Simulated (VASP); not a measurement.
# MgO (Pm) in VASP: further runs

MgO is run at these levels: LDA; tasks: single point.

Everything below comes from runs of VASP 6.6.1. Logs are shortened: lines on timing, memory, paths and dates and some standing lists are left out, and cuts for length are marked.

## (1) The cell of the first run

The structure is monoclinic, space group Pm (No. 6). Conventional cell: a = 3.486 Å, b = 4.178 Å, c = 3.486 Å, α = 90.00°, β = 120.00°, γ = 90.00°. Within 2.6 Å of Mg (site symmetry m) lie 5 O at 1.98 to 2.09 Å. Mg (site symmetry m) has 5 O at 1.96 to 2.09 Å within 2.6 Å. Within 2.6 Å of O (site symmetry m) lie 5 Mg at 1.96 to 2.09 Å. O (site symmetry m) has 5 Mg at 1.98 to 2.09 Å within 2.6 Å.

## (2) Single point, LDA (all Mg atoms moved -0.050 Å, as atom 1 along Cartesian [1 1 0])

Input file INCAR:

```
SYSTEM = MgO
PREC = Accurate ; ENCUT = 840
EDIFF = 1E-6 ; ISMEAR = 0
SIGMA = 0.05 ; LREAL = .False.
LASPH = .True. ; NELM = 120
ALGO = Normal ; ISIF = 2
LWAVE = .False. ; LCHARG = .False.
NBANDS = 24 ; GGA_COMPAT = .False.
```

Input file KPOINTS:

```
Automatic mesh
0
Gamma
  6 6 6
  0 0 0
```

Input file POSCAR:

```
MgO
1.0
    3.4863778627      0.0000000000      0.0000000000
   -1.7431889314      3.0192917963      0.0000000000
    0.0000000000      0.0000000000      4.1780412200
Mg O
2 2
Direct
    0.6506707661      0.3216235214      0.7500000000
    0.3173374328      0.6549568547      0.2500000000
    0.6666666667      0.3333333333      0.2500000000
    0.3333333333      0.6666666667      0.7500000000
```

Potentials or basis: VASP PAW LDA potentials, release 64 (Mg_sv, O).

Run with:

```bash
cat potpaw_LDA.64/Mg_sv/POTCAR potpaw_LDA.64/O/POTCAR > POTCAR
mpirun -np 1 vasp_std > vasp.out
```

OUTCAR:

```text
SYSTEM = MgO
   PREC = Accurate
   ENCUT = 840
   EDIFF = 1E-6
   ISMEAR = 0
   LREAL = .False.
   LASPH = .True.
   NELM = 120
   ISIF = 2

 ion  position               nearest neighbor table
   1  0.651  0.322  0.750-   4 1.98   4 2.00   4 2.06   3 2.09   3 2.09
   2  0.317  0.655  0.250-   3 1.96   3 2.03   3 2.05   4 2.09   4 2.09
   3  0.667  0.333  0.250-   2 1.96   2 2.03   2 2.05   1 2.09   1 2.09
   4  0.333  0.667  0.750-   1 1.98   1 2.00   1 2.06   2 2.09   2 2.09

  LATTYP: Found a hexagonal cell.
 ALAT       =     3.4863778627
 C/A-ratio  =     1.1983902447

  Lattice vectors:

 A1 = (   3.4863778627,   0.0000000000,   0.0000000000)
 A2 = (  -1.7431889314,   3.0192917963,   0.0000000000)
 A3 = (   0.0000000000,   0.0000000000,   4.1780412200)

Analysis of symmetry for initial positions (statically):
=====================================================================
 Subroutine PRICEL returns:
 Original cell was already a primitive cell.

 Routine SETGRP: Setting up the symmetry group for a
 hexagonal supercell.

 Subroutine GETGRP returns: Found  2 space group operations
 (whereof  1 operations were pure point group operations)
 out of a pool of 24 trial point group operations.

The static configuration has the point symmetry C_1 .
 The point group associated with its full space group is C_1h.

Analysis of symmetry for dynamics (positions and initial velocities):
=====================================================================
 Subroutine PRICEL returns:
 Original cell was already a primitive cell.

 Routine SETGRP: Setting up the symmetry group for a
 hexagonal supercell.

 Subroutine GETGRP returns: Found  2 space group operations
 (whereof  1 operations were pure point group operations)
 out of a pool of 24 trial point group operations.

The dynamic configuration has the point symmetry C_1 .
 The point group associated with its full space group is C_1h.

 Subroutine INISYM returns: Found  2 space group operations
 (whereof  1 operations are pure point group operations),
 and found     1 'primitive' translations

----------------------------------------------------------------------------------------

                                     Primitive cell

  volume of cell :      43.9797

  direct lattice vectors                    reciprocal lattice vectors
     3.486377863  0.000000000  0.000000000     0.286830642  0.165601748  0.000000000
    -1.743188931  3.019291796  0.000000000     0.000000000  0.331203497  0.000000000
     0.000000000  0.000000000  4.178041220     0.000000000  0.000000000  0.239346609

  length of vectors
     3.486377863  3.486377863  4.178041220     0.331203497  0.331203497  0.239346609

  position of ions in fractional coordinates (direct lattice)
     0.650670766  0.321623521  0.750000000
     0.317337433  0.654956855  0.250000000
     0.666666667  0.333333333  0.250000000
     0.333333333  0.666666667  0.750000000

  ion indices of the primitive-cell ions
   primitive index   ion index
                 1           1
                 2           2
                 3           3
                 4           4

----------------------------------------------------------------------------------------

 KPOINTS: Automatic mesh

Automatic generation of k-mesh.
 Grid dimensions read from file:
 generate k-points for:    6    6    6

 Generating k-lattice:

  Cartesian coordinates                     Fractional coordinates (reciprocal lattice)
     0.047805107  0.027600291  0.000000000     0.166666667  0.000000000  0.000000000
     0.000000000  0.055200583  0.000000000     0.000000000  0.166666667  0.000000000
     0.000000000  0.000000000  0.039891102     0.000000000  0.000000000  0.166666667

  Length of vectors
     0.055200583  0.055200583  0.039891102

  Shift w.r.t. Gamma in fractional coordinates (k-lattice)
     0.000000000  0.000000000  0.000000000

 Subroutine IBZKPT returns following result:
 ===========================================

 Found     80 irreducible k-points:

 Following reciprocal coordinates:
            Coordinates               Weight
  0.000000  0.000000  0.000000      1.000000
  0.166667 -0.000000  0.000000      2.000000
  0.000000  0.166667  0.000000      2.000000
 -0.166667  0.166667  0.000000      2.000000
  0.333333 -0.000000  0.000000      2.000000
  0.000000  0.333333  0.000000      2.000000
[... 16 lines left out ...]
  0.000000  0.166667  0.166667      4.000000
 -0.166667  0.166667  0.166667      4.000000
 [... further k-points ...]
   k-points           NKPTS =     80   k-points in BZ     NKDIM =     80   number of bands    NBANDS=     24
   number of dos      NEDOS =    301   number of ions     NIONS =      4
   total plane-waves  NPLWV =  51840
   dimension x,y,z NGX =    36 NGY =   36 NGZ =   40
   dimension x,y,z NGXF=    72 NGYF=   72 NGZF=   80
   ions per type =               2   2
   NGX,Y,Z   is equivalent  to a cutoff of  17.17, 17.17, 15.92 a.u.
   NGXF,Y,Z  is equivalent  to a cutoff of  34.33, 34.33, 31.83 a.u.
 SYSTEM =  MgO
   PREC   = accura    normal or accurate (medium, high low for compatibility)
   ISTART =      0    job   : 0-new  1-cont  2-samecut
   ICHARG =      2    charge: 1-file 2-atom 10-const
   ISPIN  =      1    spin polarized calculation?
   LNONCOLLINEAR =      F non collinear calculations
   LSORBIT =      F    spin-orbit coupling
   LASPH  =      T    aspherical Exc in radial PAW
   ENCUT  =  840.0 eV  61.74 Ry    7.86 a.u.   8.24  8.24  9.87*2*pi/ulx,y,z
   NELM   =    120;   NELMIN=  2; NELMDL= -5     # of ELM steps
   EDIFF  = 0.1E-05   stopping-criterion for ELM
   LREAL  =      F    real-space projection
   EDIFFG = 0.1E-04   stopping-criterion for IOM
   NSW    =      0    number of steps for IOM
   IBRION =     -1    ionic relax: 0-MD 1-quasi-New 2-CG
   NFREE  =      0    steps in history (QN), initial steepest desc. (CG)
   ISIF   =      2    stress and relaxation
   ISYM   =      2    0-nonsym 1-usesym 2-fastsym
   POTIM  = 0.5000    time-step for ionic-motion
   TEBEG  =    0.0;   TEEND  =   0.0 temperature during run
   PSTRESS=    0.0 pullay stress
   NELECT =      32.0000    total number of electrons
   NUPDOWN=      -1.0000    fix difference up-down
   EMIN   =  10.00;   EMAX   =-10.00  energy-range for DOS
   EFERMI =   0.00;   METHOD = LEGACY
   ISMEAR =     0;   SIGMA  =   0.05  broadening in eV -4-tet -1-fermi 0-gaus
   EFERMI_NEDOS =   21; number of points for ismear=-14 and -15
   IALGO  =     38    algorithm
   IMIX   =      4    mixing-type and parameters
     AMIX     =   0.40;   BMIX     =  1.00
     AMIX_MAG =   1.60;   BMIX_MAG =  1.00
  volume/ion in A,a.u.               =      10.99        74.20
  Fermi-wavevector in a.u.,A,eV,Ry     =   1.472451  2.782528 29.498938  2.168111
  Thomas-Fermi vector in A             =   2.587464
   LORBIT       =      0    0 simple, 1 ext, 2 COOP (PROOUT), +10 PAW based schemes
   GGA     = CA    functional components
   LHFCALC =     F    Hartree Fock is set to
   AEXX    =    0.0000 exact exchange contribution
   IVDW    =     0    specifies the selected vdW correction
   LEPSILON=     F    determine dielectric tensor
   LRPA    =     F    only Hartree local field effects (RPA)
 non-spin polarized calculation
 Gauss-broadening in eV      SIGMA  =   0.05
  energy-cutoff  :      840.00
  volume of cell :       43.98
 maximum number of plane-waves:      2468
 NGX is ok and might be reduce to    36
   NGX = 17   NGY = 17   NGZ = 19

 number of electron      32.0000001 magnetization

 Free energy of the ion-electron system (eV)
  ---------------------------------------------------
  ext. energy  EPLUGINS =         0.00000000
  ---------------------------------------------------
  free energy    TOTEN  =       -26.11924902 eV

  energy without entropy =      -26.11924902  energy(sigma->0) =      -26.11924902

 E-fermi :   1.7956     XC(G=0): -10.8897

 val. band max:        1.4211266660   @ k =   0.0000   0.0000   0.0000
 cond. band min:       4.7604259764   @ k =   0.0000   0.0000   0.0000
 fundamental gap:      3.3392993104
 Fermi energy:         1.7955679161

 k-point     1 :       0.0000    0.0000    0.0000
  band No.  band energies     occupation
      1     -69.8731      2.00000
      2     -69.8590      2.00000
      3     -37.4035      2.00000
      4     -37.3839      2.00000
      5     -37.3833      2.00000
      6     -37.3524      2.00000
[... 16 lines left out ...]
     23      16.7884      0.00000
     24      16.7965      0.00000

 k-point     2 :       0.1667   -0.0000    0.0000
  band No.  band energies     occupation
      1     -69.8720      2.00000
      2     -69.8599      2.00000
      3     -37.3985      2.00000
      4     -37.3875      2.00000
      5     -37.3854      2.00000
      6     -37.3578      2.00000
[... 16 lines left out ...]
     23      15.7941      0.00000
     24      16.0125      0.00000

 k-point     3 :       0.0000    0.1667    0.0000
  band No.  band energies     occupation
      1     -69.8720      2.00000
      2     -69.8599      2.00000
      3     -37.3985      2.00000
      4     -37.3883      2.00000
      5     -37.3844      2.00000
      6     -37.3583      2.00000
[... 16 lines left out ...]
     23      15.7839      0.00000
     24      16.0145      0.00000
[... 514 lines left out ...]
 k-point    23 :       0.0000    0.1667    0.1667
  band No.  band energies     occupation
      1     -69.8712      2.00000
      2     -69.8607      2.00000
      3     -37.3999      2.00000
      4     -37.3847      2.00000
      5     -37.3792      2.00000
      6     -37.3623      2.00000
[... 16 lines left out ...]
     23      15.7202      0.00000
     24      16.5039      0.00000

 k-point    24 :      -0.1667    0.1667    0.1667
  band No.  band energies     occupation
      1     -69.8712      2.00000
      2     -69.8607      2.00000
      3     -37.3998      2.00000
      4     -37.3852      2.00000
      5     -37.3784      2.00000
      6     -37.3627      2.00000
[... 16 lines left out ...]
     23      15.7359      0.00000
     24      16.4998      0.00000

 [... further k-points ...]

------------------------ aborting loop because EDIFF is reached ----------------------------------------

  FORCE on cell =-STRESS in cart. coord.  units (eV):
  Direction    XX          YY          ZZ          XY          YZ          ZX
  --------------------------------------------------------------------------------------
  -------------------------------------------------------------------------------------
  Total       -0.8566810     -0.8567582     -1.0226417      0.0378268      0.0000000      0.0000000
  in kB      -31.2088266    -31.2116393    -37.2547648      1.3780283      0.0000000      0.0000000
  external PRESSURE =     -33.2250769 kB  Pullay stress =       0.0000000 kB

 VOLUME and BASIS-vectors are now :
 -----------------------------------------------------------------------------
  energy-cutoff  :      840.00
  volume of cell :       43.98
      direct lattice vectors                 reciprocal lattice vectors
     3.486377863  0.000000000  0.000000000     0.286830642  0.165601748  0.000000000
    -1.743188931  3.019291796  0.000000000     0.000000000  0.331203497  0.000000000
     0.000000000  0.000000000  4.178041220     0.000000000  0.000000000  0.239346609

 POSITION                                       TOTAL-FORCE (eV/Angst)
 -----------------------------------------------------------------------------------
      1.70783      0.97108      3.13353         0.268143      0.303604      0.000000
     -0.03536      1.97751      1.04451         0.340971      0.303678      0.000000
      1.74319      1.00643      1.04451        -0.341626     -0.303687      0.000000
     -0.00000      2.01286      3.13353        -0.267488     -0.303595      0.000000
 -----------------------------------------------------------------------------------
    total drift:                                0.001678     -0.001962      0.000000

  FREE ENERGIE OF THE ION-ELECTRON SYSTEM (eV)
  ---------------------------------------------------
  free  energy   TOTEN  =       -26.1192490205 eV

  energy  without entropy=      -26.1192490205  energy(sigma->0) =      -26.11924902
```

Wall time 84 s (1 thread of AMD EPYC 9R45 (Zen 5), shared host); peak memory 0.24 GiB.

What came out:

| Property | Result |
| --- | --- |
| Free energy | -26.1192 eV |
| Pressure | -3.3 GPa |
| Largest force | 0.457 eV/Å |
| Band gap on the k mesh | 3.34 eV |

Forces on the atoms (eV/Å):
```
Mg   0.268  0.304  0.000
Mg   0.341  0.304  0.000
O   -0.342 -0.304  0.000
O   -0.267 -0.304  0.000
```

Stress tensor (GPa, compression positive):
```
-3.12  0.14  0.00
 0.14 -3.12  0.00
 0.00  0.00 -3.73
```

Levels at points of the mesh, in eV from the valence-band top:
```
           k point  band 12  band 13  band 14  band 15  band 16  band 17  band 18  band 19  band 20  band 21
(0.00, 0.00, 0.00)    -1.75    -1.75    -0.81    -0.81     0.00     3.34     9.25    12.07    12.27    12.27
(0.50, 0.00, 0.00)    -2.40    -2.36    -1.99    -1.32    -0.52     6.82     8.93     9.67    11.86    12.74
(0.00, 0.50, 0.00)    -2.40    -2.36    -1.99    -1.32    -0.52     6.82     8.93     9.67    11.86    12.75
(0.50, 0.50, 0.00)    -2.40    -2.36    -1.99    -1.32    -0.52     6.82     8.92     9.66    11.86    12.76
(0.00, 0.00, 0.50)    -2.46    -1.35    -1.34    -1.26    -1.25     6.34     6.34    12.59    12.59    12.66
(0.50, 0.00, 0.50)    -3.92    -1.60    -1.51    -0.84    -0.82     7.13     7.17    11.70    11.86    13.84
(0.00, 0.50, 0.50)    -3.93    -1.59    -1.52    -0.84    -0.82     7.13     7.17    11.72    11.84    13.83
(0.50, 0.50, 0.50)    -3.94    -1.57    -1.54    -0.83    -0.83     7.14     7.16    11.76    11.80    13.83
```

Caveat: the cell differs from its parent crystal (all Mg atoms moved -0.050 Å, as atom 1 along Cartesian [1 1 0]); the cell stands under tension.

(Part 1 of 2 ends here.)
